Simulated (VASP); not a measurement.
Mg: relaxation of cell and atoms with LDA

Crystal: Mg.

```
Mg
1.0
     3.20930    0.00000    0.00000
    -1.60465    2.77934    0.00000
     0.00000    0.00000    5.21030
Mg
2
Direct
  0.33333 0.66667 0.25000
  0.66667 0.33333 0.75000
```

```
Program                : VASP 6.6.1
Task                   : relaxation of cell and atoms
Functional             : LDA
Potentials or basis    : VASP PAW LDA potentials, release 64 (Mg_sv)
Cutoff                 : 840 eV
k mesh                 : 21 × 21 × 12
Occupations            : gaussian, width 0.1 eV
Spin                   : no spin polarisation
Dipole correction      : no
Further INCAR settings : ALGO = Normal; EDIFF = 1e-07; IBRION = 2; EDIFFG = -0.002; NSW = 100; ISIF = 3
```

- Relaxed volume: 21.56 Å³/atom
- Relaxed cell: a = 3.130 Å, b = 3.130 Å, c = 5.083 Å, α = 90.00°, β = 90.00°, γ = 120.00°
- Space group after relaxing (to 0.1 Å): P6_3/mmc (No. 194)
- Energy gained by relaxing: 15.4 meV/atom
- Ionic steps: 9
- Pressure after relaxing: 0.0 GPa
- Band gap on the k mesh: zero (bands 10 and 11 overlap by 2.42 eV)

Step by step:
| step | energy change (eV) | largest force (eV/Å) | pressure (GPa) | volume (Å³) |
| --- | --- | --- | --- | --- |
| 1 | 0.0000 | 0.0000 | -2.80 | 46.47 |
| 2 | -0.0294 | 0.0000 | -0.67 | 43.80 |
| 3 | -0.0309 | 0.0000 | 0.01 | 43.08 |
| 4 | -0.0309 | 0.0000 | -0.06 | 43.15 |
| 5 | -0.0309 | 0.0000 | -0.04 | 43.15 |
| 6 | -0.0309 | 0.0000 | -0.03 | 43.14 |
| 7 | -0.0309 | 0.0000 | -0.04 | 43.14 |
| 8 | -0.0309 | 0.0000 | -0.03 | 43.14 |
| 9 | -0.0309 | 0.0000 | -0.01 | 43.13 |

Final structure:
```
Mg
1.0
     3.13010    0.00000    0.00000
    -1.56505    2.71074    0.00000
     0.00000    0.00000    5.08279
Mg
2
Direct
  0.33333 0.66667 0.25000
  0.66667 0.33333 0.75000
```

Levels at points of the mesh, in eV from the Fermi level:
| k point | band 7 | band 8 | band 9 | band 10 | band 11 | band 12 | band 13 | band 14 |
| --- | --- | --- | --- | --- | --- | --- | --- | --- |
| (0.00, 0.00, 0.00) | -42.58 | -42.58 | -7.18 | -1.74 | -1.27 | 11.26 | 11.26 | 11.44 |
| (0.00, 0.00, 0.50) | -42.59 | -42.59 | -5.73 | -5.73 | 5.20 | 5.20 | 12.01 | 12.01 |

It took 16 min on 1 thread of Intel(R) Xeon(R) Platinum 8488C (Sapphire Rapids), with other jobs on the host, peak memory 0.47 GiB.

LDA usually gives volumes a few per cent too small. Zero-point motion and thermal expansion aren't in these numbers.
